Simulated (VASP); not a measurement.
Here is a VASP 6.6.1 calculation.

Contents of INCAR:

```
ALGO = Normal
EDIFF = 1E-7
ENCUT = 520
GGA = PE
ISIF = 2
ISMEAR = -1
LASPH = True
LCHARG = True
LELF = True
LREAL = False
LVHAR = True
LWAVE = False
NBANDS = 16
NELM = 100
PREC = Accurate
SIGMA = 0.1
```

The input KPOINTS:

```
k-points
0
Gamma
  8 8 5
```

POSCAR

```
Co
1.0
    2.4599368504     -0.0000028326      0.0000000000
   -1.2299659721      2.1303692204      0.0000000000
    0.0000000000      0.0000000000      3.9616951639
Co
2
Direct
    0.3333333333      0.6666666667      0.2500000000
    0.6666666667      0.3333333333      0.7500000000
```

Potentials or basis: VASP PAW PBE potentials, release 64 (Co).

Launch:

```console
$ cat potpaw_PBE.64/Co/POTCAR > POTCAR
$ mpirun -np 1 vasp_std > vasp.out
```

Question: Estimate the pressure.

Answer: -0.8 GPa.

Question: Estimate the band gap on the k mesh.

Answer: Zero (band 9 reaches 11.21 eV, above the bottom of band 10 at 9.68 eV).

Stress tensor (GPa, compression positive):
```
-0.72  0.00  0.00
 0.00 -0.72  0.00
 0.00  0.00 -0.96
```

Caveat: the k points lie up to 0.37 Å⁻¹ apart; the run has no spin polarisation, though such a crystal can be magnetic. Spin polarisation is off, so any magnetic state and its effect on volume and gap are missing.
